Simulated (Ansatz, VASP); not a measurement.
# Two plane-wave programs on SiC3

```
C Si
1.0
     1.38001   -2.39025    0.00000
     0.00000    0.00000   -4.59553
     4.24779    2.45247    0.00000
C Si
6 2
Direct
  0.50000 0.93536 0.14730
  0.50000 0.43536 0.85270
  0.50000 0.58994 0.13386
  0.00000 0.53581 0.70033
  0.00000 0.03581 0.29967
  0.50000 0.08994 0.86614
  0.00000 0.93890 0.67087
  0.00000 0.43890 0.32913
```

Alike in both runs: functional LDA; k mesh 12 × 8 × 8; occupations gaussian, width 0.01 eV; no spin polarisation.

Ansatz relaxed the structure, and its values are those at the end. VASP's run is a single point on that final structure, the one shown.

```csv
,VASP,Ansatz
version,VASP 6.6.1,Ansatz 0.2.0
potentials or method,"VASP PAW LDA potentials, release 64 (C, Si), cutoff 520 eV","scalar-relativistic, plane waves, PAW"
valence electrons in the cell,32,32
```

VASP gave:

```
gap on the k mesh at the Fermi level (eV) : 0.67
least direct gap on the mesh (eV)         : 1.87
pressure (GPa)                            : 0.7
rms of the force components (eV/Å)        : 0.008
```

**Question.** What did Ansatz give for the same quantities?

**Answer.** gap on the k mesh at the Fermi level (eV): 0.69; least direct gap on the mesh (eV): 1.88; pressure (GPa): -0.1; rms of the force components (eV/Å): 0.002.

LDA's correlation is that of Perdew and Zunger in VASP and of Perdew and Wang (1992) in Ansatz.
